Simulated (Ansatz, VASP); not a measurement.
# MoS2: VASP beside Ansatz

POSCAR

```
MoS2
1.0
    3.2558972362      0.0000000000      0.0000000000
   -1.6279486181      2.8196974364      0.0000000000
    0.0000000000      0.0000000000      6.3680893416
Mo S
1 2
Direct
    0.0000000000      0.0000000000      0.5000000000
    0.3333333333      0.6666666667      0.2553200000
    0.6666666667      0.3333333333      0.7446800000
```

INCAR.step1

```
SYSTEM = MoS2
PREC = Accurate
ENCUT = 520
ISMEAR = 1
SIGMA = 0.05
LREAL = .FALSE.
LASPH = .TRUE.
NELM = 80
NBANDS = 20
GGA = PE
ALGO = Normal
EDIFF = 1E-4
LWAVE = .TRUE.
LCHARG = .FALSE.
```

INCAR.step2

```
SYSTEM = MoS2
PREC = Accurate
ENCUT = 520
EDIFF = 1E-7
ISMEAR = 1
SIGMA = 0.05
LREAL = .FALSE.
LASPH = .TRUE.
NELM = 80
ALGO = Normal
ISIF = 2
LWAVE = .FALSE.
LCHARG = .FALSE.
METAGGA = R2SCAN
LMIXTAU = .TRUE.
NBANDS = 20
ISTART = 1
```

File KPOINTS:

```
regular mesh
0
G
  10 10 5
  0 0 0
```

Input for Ansatz:

```yaml
crystal:
  lattice:
    - [3.2558972361858327, 0.0, 0.0]
    - [-1.6279486180929164, 2.819697436357363, 0.0]
    - [0.0, 0.0, 6.36808934162034]
  atoms:
    - { symbol: Mo, position: [0.0, 0.0, 0.5] }
    - { symbol: S, position: [0.3333333333333333, 0.6666666666666666, 0.25532] }
    - { symbol: S, position: [0.6666666666666666, 0.3333333333333333, 0.74468] }
basis:
  ecutwfc: 600.0
kpoints:
  mp_grid:
    grid: [10, 10, 5]
hamiltonian:
  xc: r2scan
scf:
  convergence:
    dr2_threshold: 1.0e-10
  occupations:
    method: methfessel_paxton
    width: 0.05
output:
  stress: true
```

Alike in both runs: task single point; functional r2SCAN; k mesh 10 × 10 × 5; occupations methfessel-paxton of order 1, width 0.05 eV; no spin polarisation.

|  | VASP | Ansatz |
| --- | --- | --- |
| version | VASP 6.6.1 | Ansatz 0.2.0 |
| potentials or method | VASP PAW PBE potentials, release 64 (Mo_sv, S), cutoff 520 eV | plane waves, PAW |
| valence electrons in the cell | 26 | 26 |

Ansatz gave:

- pressure (GPa): -3.4
- traceless stress, the component that is largest in VASP (GPa): 0.26

Question: Estimate VASP's values.

Answer: Pressure (GPa): -3.4; traceless stress, the component that is largest in VASP (GPa): 0.25.

VASP's potentials were made for PBE, not for r2SCAN. The functional is the same, so the differences come from potentials, cutoffs and numerics. Ansatz's warnings: structure snapped to symmetry.
